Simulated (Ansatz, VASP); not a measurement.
TiC in VASP and in Ansatz

```
CELL_PARAMETERS angstrom
0.00000 2.13054 2.13054
2.13054 0.00000 2.13054
2.13054 2.13054 0.00000
ATOMIC_POSITIONS crystal
Ti 0.00000 0.00000 0.00000
C 0.50000 0.50000 0.50000
```

Alike in both runs: functional LDA; k mesh 8 × 8 × 8; occupations gaussian, width 0.1 eV; no spin polarisation.

Ansatz relaxed the structure, and its values are those at the end. VASP's run is a single point on that final structure, the one shown.

|  | VASP | Ansatz |
| --- | --- | --- |
| version | VASP 6.6.1 | Ansatz 0.2.0 |
| potentials or method | VASP PAW LDA potentials, release 64 (Ti_sv, C), cutoff 520 eV | scalar-relativistic, plane waves, PAW |
| valence electrons in the cell | 16 | 16 |

```csv
,VASP,Ansatz,Ansatz less VASP
gap on the k mesh at the Fermi level (eV),none,none,-
pressure (GPa),0.7,-0.1,-0.73
```

LDA's correlation is that of Perdew and Zunger in VASP and of Perdew and Wang (1992) in Ansatz. A gap of «none» marks a metal or a gap that the smearing closes.
